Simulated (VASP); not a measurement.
# SiNi3 (Pm-3m) in VASP: further runs, part 2 of 2

VASP 6.6.1. Earlier steps stand in the parts before.

### 3 Single point, PBEsol (equal strain along all axes, cell held: -1.5 %)

File INCAR:

```
PREC = Accurate
ENCUT = 520
EDIFF = 1E-6
ISMEAR = 0
SIGMA = 0.1
LREAL = False
LASPH = True
NELM = 100
ALGO = Fast
ISIF = 2
LWAVE = False
LCHARG = True
GGA = PS
LELF = True
LVHAR = True
NBANDS = 25
```

File KPOINTS:

```
regular mesh
0
Gamma
  16 16 16
```

File POSCAR:

```
SiNi3
1.0
    3.4093270716      0.0000000000      0.0000000000
    0.0000000000      3.4093270716      0.0000000000
    0.0000000000      0.0000000000      3.4093270716
Si Ni
1 3
Direct
    0.0000000000      0.0000000000      0.0000000000
    0.0000000000      0.5000000000      0.5000000000
    0.5000000000      0.0000000000      0.5000000000
    0.5000000000      0.5000000000      0.0000000000
```

Potentials or basis: VASP PAW PBE potentials, release 64 (Si, Ni).

The run is started by

```sh
$ cat potpaw_PBE.64/Si/POTCAR potpaw_PBE.64/Ni/POTCAR > POTCAR
$ mpirun -np 1 vasp_std > vasp.out
```

OUTCAR:

```text
PREC = Accurate
   ENCUT = 520
   EDIFF = 1E-6
   ISMEAR = 0
   LREAL = False
   LASPH = True
   NELM = 100
   ISIF = 2
   GGA = PS

 ion  position               nearest neighbor table
   1  0.000  0.000  0.000-   2 2.41   3 2.41   4 2.41   2 2.41   3 2.41   2 2.41   4 2.41   2 2.41
                             3 2.41   4 2.41   3 2.41   4 2.41
   2  0.000  0.500  0.500-   1 2.41   3 2.41   4 2.41   1 2.41   4 2.41   1 2.41   3 2.41   1 2.41
                             3 2.41   4 2.41   4 2.41   3 2.41
   3  0.500  0.000  0.500-   1 2.41   2 2.41   4 2.41   1 2.41   4 2.41   2 2.41   4 2.41   4 2.41
                             1 2.41   2 2.41   1 2.41   2 2.41
   4  0.500  0.500  0.000-   1 2.41   2 2.41   3 2.41   2 2.41   3 2.41   1 2.41   3 2.41   3 2.41
                             1 2.41   2 2.41   2 2.41   1 2.41

  LATTYP: Found a simple cubic cell.
 ALAT       =     3.4093270716

  Lattice vectors:

 A1 = (   3.4093270716,   0.0000000000,   0.0000000000)
 A2 = (   0.0000000000,   3.4093270716,   0.0000000000)
 A3 = (   0.0000000000,   0.0000000000,   3.4093270716)

Analysis of symmetry for initial positions (statically):
=====================================================================
 Subroutine PRICEL returns:
 Original cell was already a primitive cell.

 Routine SETGRP: Setting up the symmetry group for a
 simple cubic supercell.

 Subroutine GETGRP returns: Found 48 space group operations
 (whereof 48 operations were pure point group operations)
 out of a pool of 48 trial point group operations.

The static configuration has the point symmetry O_h .

Analysis of symmetry for dynamics (positions and initial velocities):
=====================================================================
 Subroutine PRICEL returns:
 Original cell was already a primitive cell.

 Routine SETGRP: Setting up the symmetry group for a
 simple cubic supercell.

 Subroutine GETGRP returns: Found 48 space group operations
 (whereof 48 operations were pure point group operations)
 out of a pool of 48 trial point group operations.

The dynamic configuration has the point symmetry O_h .

 Subroutine INISYM returns: Found 48 space group operations
 (whereof 48 operations are pure point group operations),
 and found     1 'primitive' translations

----------------------------------------------------------------------------------------

                                     Primitive cell

  volume of cell :      39.6284

  direct lattice vectors                    reciprocal lattice vectors
     3.409327072  0.000000000  0.000000000     0.293313014  0.000000000  0.000000000
     0.000000000  3.409327072  0.000000000     0.000000000  0.293313014  0.000000000
     0.000000000  0.000000000  3.409327072     0.000000000  0.000000000  0.293313014

  length of vectors
     3.409327072  3.409327072  3.409327072     0.293313014  0.293313014  0.293313014

  position of ions in fractional coordinates (direct lattice)
     0.000000000  0.000000000  0.000000000
     0.000000000  0.500000000  0.500000000
     0.500000000  0.000000000  0.500000000
     0.500000000  0.500000000  0.000000000

  ion indices of the primitive-cell ions
   primitive index   ion index
                 1           1
                 2           2
                 3           3
[... 29 lines left out ...]
            Coordinates               Weight
  0.000000  0.000000  0.000000      1.000000
  0.062500  0.000000  0.000000      6.000000
  0.125000  0.000000  0.000000      6.000000
  0.187500  0.000000  0.000000      6.000000
  0.250000  0.000000  0.000000      6.000000
  0.312500  0.000000  0.000000      6.000000
[... 16 lines left out ...]
  0.437500  0.125000  0.000000     24.000000
  0.500000  0.125000  0.000000     12.000000
 [... further k-points ...]
   k-points           NKPTS =    165   k-points in BZ     NKDIM =    165   number of bands    NBANDS=     25
   number of dos      NEDOS =    301   number of ions     NIONS =      4
   total plane-waves  NPLWV =  21952
   dimension x,y,z NGX =    28 NGY =   28 NGZ =   28
   dimension x,y,z NGXF=    56 NGYF=   56 NGZF=   56
   ions per type =               1   3
   NGX,Y,Z   is equivalent  to a cutoff of  13.65, 13.65, 13.65 a.u.
   NGXF,Y,Z  is equivalent  to a cutoff of  27.31, 27.31, 27.31 a.u.
 SYSTEM =  unknown system
   PREC   = accura    normal or accurate (medium, high low for compatibility)
   ISTART =      0    job   : 0-new  1-cont  2-samecut
   ICHARG =      2    charge: 1-file 2-atom 10-const
   ISPIN  =      1    spin polarized calculation?
   LNONCOLLINEAR =      F non collinear calculations
   LSORBIT =      F    spin-orbit coupling
   LASPH  =      T    aspherical Exc in radial PAW
   ENCUT  =  520.0 eV  38.22 Ry    6.18 a.u.   6.34  6.34  6.34*2*pi/ulx,y,z
   NELM   =    100;   NELMIN=  2; NELMDL= -5     # of ELM steps
   EDIFF  = 0.1E-05   stopping-criterion for ELM
   LREAL  =      F    real-space projection
   EDIFFG = 0.1E-04   stopping-criterion for IOM
   NSW    =      0    number of steps for IOM
   IBRION =     -1    ionic relax: 0-MD 1-quasi-New 2-CG
   NFREE  =      0    steps in history (QN), initial steepest desc. (CG)
   ISIF   =      2    stress and relaxation
   ISYM   =      2    0-nonsym 1-usesym 2-fastsym
   POTIM  = 0.5000    time-step for ionic-motion
   TEBEG  =    0.0;   TEEND  =   0.0 temperature during run
   PSTRESS=    0.0 pullay stress
   NELECT =      34.0000    total number of electrons
   NUPDOWN=      -1.0000    fix difference up-down
   EMIN   =  10.00;   EMAX   =-10.00  energy-range for DOS
   EFERMI =   0.00;   METHOD = LEGACY
   ISMEAR =     0;   SIGMA  =   0.10  broadening in eV -4-tet -1-fermi 0-gaus
   EFERMI_NEDOS =   21; number of points for ismear=-14 and -15
   IALGO  =     68    algorithm
   IMIX   =      4    mixing-type and parameters
     AMIX     =   0.40;   BMIX     =  1.00
     AMIX_MAG =   1.60;   BMIX_MAG =  1.00
  volume/ion in A,a.u.               =       9.91        66.86
  Fermi-wavevector in a.u.,A,eV,Ry     =   1.555604  2.939666 32.924803  2.419905
  Thomas-Fermi vector in A             =   2.659521
   LORBIT       =      0    0 simple, 1 ext, 2 COOP (PROOUT), +10 PAW based schemes
   GGA     = PS    functional components
   LHFCALC =     F    Hartree Fock is set to
   AEXX    =    0.0000 exact exchange contribution
   IVDW    =     0    specifies the selected vdW correction
   LEPSILON=     F    determine dielectric tensor
   LRPA    =     F    only Hartree local field effects (RPA)
 non-spin polarized calculation
 RMM-DIIS sequential band-by-band and
 Gauss-broadening in eV      SIGMA  =   0.10
  energy-cutoff  :      520.00
  volume of cell :       39.63
 maximum number of plane-waves:      1086
 NGX is ok and might be reduce to    28
   NGX = 13   NGY = 13   NGZ = 13

 number of electron      34.0000008 magnetization

 Free energy of the ion-electron system (eV)
  ---------------------------------------------------
  ext. energy  EPLUGINS =         0.00000000
  ---------------------------------------------------
  free energy    TOTEN  =       -26.23020490 eV

  energy without entropy =      -26.22080249  energy(sigma->0) =      -26.22550370

 E-fermi :  11.8127     XC(G=0): -13.7106

 val. band max:       11.8126749362   @ k =   0.1250   0.0625   0.0000
 cond. band min:      11.8170906715   @ k =   0.4375   0.3750   0.3750
 fundamental gap:      0.0044157353
 Fermi energy:        11.8127074925

 k-point     1 :       0.0000    0.0000    0.0000
  band No.  band energies     occupation
      1      -0.8001      2.00000
      2       6.3653      2.00000
      3       7.2145      2.00000
      4       7.2145      2.00000
      5       7.7939      2.00000
      6       7.7939      2.00000
[... 661 lines left out ...]
     24      20.9355      0.00000
     25      24.5040      0.00000

 [... further k-points ...]

------------------------ aborting loop because EDIFF is reached ----------------------------------------

  FORCE on cell =-STRESS in cart. coord.  units (eV):
  Direction    XX          YY          ZZ          XY          YZ          ZX
  --------------------------------------------------------------------------------------
  -------------------------------------------------------------------------------------
  Total        3.0346149      3.0346149      3.0346149     -0.0000000     -0.0000000     -0.0000000
  in kB      122.6897187    122.6897187    122.6897187     -0.0000000     -0.0000000     -0.0000000
  external PRESSURE =     122.6897187 kB  Pullay stress =       0.0000000 kB

 VOLUME and BASIS-vectors are now :
 -----------------------------------------------------------------------------
  energy-cutoff  :      520.00
  volume of cell :       39.63
      direct lattice vectors                 reciprocal lattice vectors
     3.409327072  0.000000000  0.000000000     0.293313014  0.000000000  0.000000000
     0.000000000  3.409327072  0.000000000     0.000000000  0.293313014  0.000000000
     0.000000000  0.000000000  3.409327072     0.000000000  0.000000000  0.293313014

 POSITION                                       TOTAL-FORCE (eV/Angst)
 -----------------------------------------------------------------------------------
      0.00000      0.00000      0.00000         0.000000      0.000000      0.000000
      0.00000      1.70466      1.70466         0.000000      0.000000      0.000000
      1.70466      0.00000      1.70466         0.000000      0.000000      0.000000
      1.70466      1.70466      0.00000         0.000000      0.000000      0.000000
 -----------------------------------------------------------------------------------
    total drift:                                0.000000      0.000000      0.000000

  FREE ENERGIE OF THE ION-ELECTRON SYSTEM (eV)
  ---------------------------------------------------
  free  energy   TOTEN  =       -26.2302048973 eV

  energy  without entropy=      -26.2208024940  energy(sigma->0) =      -26.22550370
```

Wall time 2.7 min (1 thread of Intel Xeon Platinum 8259CL at 2.50GHz (Skylake/Cascade Lake), shared host); peak memory 0.25 GiB.

Results:

```yaml
Free_energy: -26.2302 eV
Pressure: 12.3 GPa
Band_gap_on_the_k_mesh: zero (band 17 reaches 11.86 eV, above the bottom of band 18 at 11.59 eV)
```

Levels at points of the mesh, in eV from the Fermi level:
```csv
k point,band 13,band 14,band 15,band 16,band 17,band 18,band 19,band 20,band 21,band 22
"(0.00, 0.00, 0.00)",-0.98,-0.68,-0.68,-0.32,0.04,0.04,0.04,5.66,6.73,6.73
"(0.50, 0.00, 0.00)",-1.49,-1.45,-1.29,-0.61,0.04,3.96,3.96,5.45,5.45,5.84
"(0.50, 0.50, 0.00)",-1.62,-1.61,-1.25,-1.15,-1.08,0.75,0.75,6.16,6.77,7.98
"(0.50, 0.50, 0.50)",-1.63,-1.40,-1.40,-0.61,-0.22,-0.22,-0.22,1.62,4.39,4.39
```

Caveat: the cell differs from its parent crystal (equal strain along all axes, cell held: -1.5 %); the PAW data sets were made with another functional, which shifts forces and pressure a little.

### 4 Single point, PBEsol (equal strain along all axes, cell held: +1.5 %)

File INCAR:

```
SYSTEM = SiNi3
ALGO     = Fast           ! electronic algorithm
EDIFF    = 1E-6           ! SCF threshold, eV
ENCUT    = 520            ! plane-wave cutoff, eV
GGA      = PS             ! functional
ISIF     = 2              ! what is computed and relaxed
ISMEAR   = 0              ! smearing method
LASPH    = .TRUE.         ! aspherical terms in the spheres
LCHARG   = .FALSE.        ! write CHGCAR
LREAL    = .FALSE.        ! projectors in reciprocal space
LWAVE    = .FALSE.        ! write WAVECAR
NBANDS   = 25             ! bands
NELM     = 100            ! most SCF steps
PREC     = Accurate       ! precision mode
SIGMA    = 0.1            ! smearing width, eV
```

File KPOINTS:

```
k-points
0
G
  16 16 16
  0 0 0
```

File POSCAR:

```
SiNi3
1.0
    3.5131644443      0.0000000000      0.0000000000
    0.0000000000      3.5131644443      0.0000000000
    0.0000000000      0.0000000000      3.5131644443
Si Ni
1 3
Direct
    0.0000000000      0.0000000000      0.0000000000
    0.0000000000      0.5000000000      0.5000000000
    0.5000000000      0.0000000000      0.5000000000
    0.5000000000      0.5000000000      0.0000000000
```

The run is started by

```sh
$ cat potpaw_PBE.64/Si/POTCAR potpaw_PBE.64/Ni/POTCAR > POTCAR
$ mpirun -np 1 vasp_std > vasp.out
```

It took 2.8 min on 1 thread of Intel Xeon Platinum 8259CL at 2.50GHz (Skylake/Cascade Lake), shared host; peak memory 0.26 GiB.

It converged, with:

```
Free energy            : -26.2390 eV
Pressure               : -9.4 GPa
Band gap on the k mesh : zero (band 17 reaches 10.44 eV, above the bottom of band 18 at 10.21 eV)
```

Levels at points of the mesh, in eV from the Fermi level:
```csv
k point,band 15,band 16,band 17,band 18,band 19,band 20
"(0.00, 0.00, 0.00)",-0.60,-0.29,0.03,0.03,0.03,4.78
"(0.50, 0.00, 0.00)",-1.13,-0.53,0.03,3.60,3.60,5.14
"(0.50, 0.50, 0.00)",-1.10,-1.00,-0.94,0.65,0.65,5.59
"(0.50, 0.50, 0.50)",-1.23,-0.42,-0.20,-0.20,-0.20,1.20
```

Caveat: the cell differs from its parent crystal (equal strain along all axes, cell held: +1.5 %); the PAW data sets were made with another functional, which shifts forces and pressure a little. Spin polarisation is off, so any magnetic state and its effect on volume and gap are missing.

### 5 Single point, PBEsol (equal strain along all axes, cell held: +3.0 %)

File INCAR:

```
SYSTEM = SiNi3
PREC = Accurate ; ENCUT = 520
EDIFF = 1E-7 ; ISMEAR = 0
SIGMA = 0.1 ; LREAL = .FALSE.
LASPH = .TRUE. ; NELM = 60
ALGO = Fast ; ISIF = 2
LWAVE = .FALSE. ; LCHARG = .FALSE.
GGA = PS ; NBANDS = 25
```

File KPOINTS:

```
regular mesh
0
G
  16 16 16
  0 0 0
```

File POSCAR:

```
SiNi3
1.0
    3.5650831307      0.0000000000      0.0000000000
    0.0000000000      3.5650831307      0.0000000000
    0.0000000000      0.0000000000      3.5650831307
Si Ni
1 3
Direct
    0.0000000000      0.0000000000      0.0000000000
    0.0000000000      0.5000000000      0.5000000000
    0.5000000000      0.0000000000      0.5000000000
    0.5000000000      0.5000000000      0.0000000000
```

The run is started by

```sh
$ cat potpaw_PBE.64/Si/POTCAR potpaw_PBE.64/Ni/POTCAR > POTCAR
$ mpirun -np 1 vasp_std > vasp.out
```

It took 2.8 min on 1 thread of Intel Xeon Platinum 8259CL at 2.50GHz (Skylake/Cascade Lake), shared host; peak memory 0.27 GiB.

Results (log left out):

* Free energy: -26.0752 eV
* Pressure: -16.9 GPa
* Band gap on the k mesh: zero (band 17 reaches 9.80 eV, above the bottom of band 18 at 9.58 eV)

Levels at points of the mesh, in eV from the Fermi level:
```tsv
k point	band 15	band 16	band 17	band 18	band 19	band 20
(0.00, 0.00, 0.00)	-0.56	-0.27	0.02	0.02	0.02	4.38
(0.50, 0.00, 0.00)	-1.06	-0.50	0.03	3.44	3.44	4.82
(0.50, 0.50, 0.00)	-1.03	-0.94	-0.88	0.61	0.61	5.32
(0.50, 0.50, 0.50)	-1.15	-0.33	-0.19	-0.19	-0.19	1.02
```

Caveat: the cell differs from its parent crystal (equal strain along all axes, cell held: +3.0 %); the PAW data sets were made with another functional, which shifts forces and pressure a little. Spin polarisation is off, so any magnetic state and its effect on volume and gap are missing.

### 6 The runs side by side

| cell | further INCAR settings | gap on the mesh (eV) | pressure (GPa) |
| --- | --- | --- | --- |
| a = 3.357 Å, 4 atoms | ALGO = Fast; EDIFF = 1e-06; NBANDS = 25 | none | 27.5 |
| a = 3.409 Å, 4 atoms | ALGO = Fast; EDIFF = 1e-06; NBANDS = 25 | none | 12.3 |
| a = 3.513 Å, 4 atoms | ALGO = Fast; EDIFF = 1e-06; NBANDS = 25 | none | -9.4 |
| a = 3.565 Å, 4 atoms | ALGO = Fast; EDIFF = 1e-07; NBANDS = 25 | none | -16.9 |

Alike in all rows: task single point; level PBEsol; potentials or basis VASP PAW PBE potentials, release 64 (Si, Ni); no spin polarisation; k mesh 16 × 16 × 16; cutoff (eV) 520; smearing gaussian 0.1 eV.

Caveats: the PAW data sets were made with another functional, which shifts forces and pressure a little.

Absolute energies hang on the potentials; compare differences alone.
